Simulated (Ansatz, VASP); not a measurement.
Sn in VASP and in Ansatz

```xyz
2
Lattice="0.0000 3.2711 3.2711 3.2711 0.0000 3.2711 3.2711 3.2711 0.0000" Properties=species:S:1:pos:R:3 pbc="T T T"
Sn   -0.8178   -0.8178   -0.8178
Sn    0.8178    0.8178    0.8178
```

Alike in both runs: task relaxation of cell and atoms; functional PBE; k mesh 9 × 9 × 9; occupations fermi-dirac, width 0.02 eV; no spin polarisation.

|  | VASP | Ansatz |
| --- | --- | --- |
| version | VASP 6.6.1 | Ansatz 0.2.0 |
| potentials or method | VASP PAW PBE potentials, release 64 (Sn_d) | PAW with Ansatz's default frozen-core files, scalar-relativistic |
| plane-wave cutoff (eV) | 600 | 420 |
| valence electrons in the cell | 28 | 28 |

|  | VASP | Ansatz | Ansatz less VASP |
| --- | --- | --- | --- |
| relaxed volume (Å³/atom) | 36.83 | 36.86 | +0.027 |
| relaxed cell length with the largest relative difference (Å) | 4.705 | 4.706 | +0.0011 |
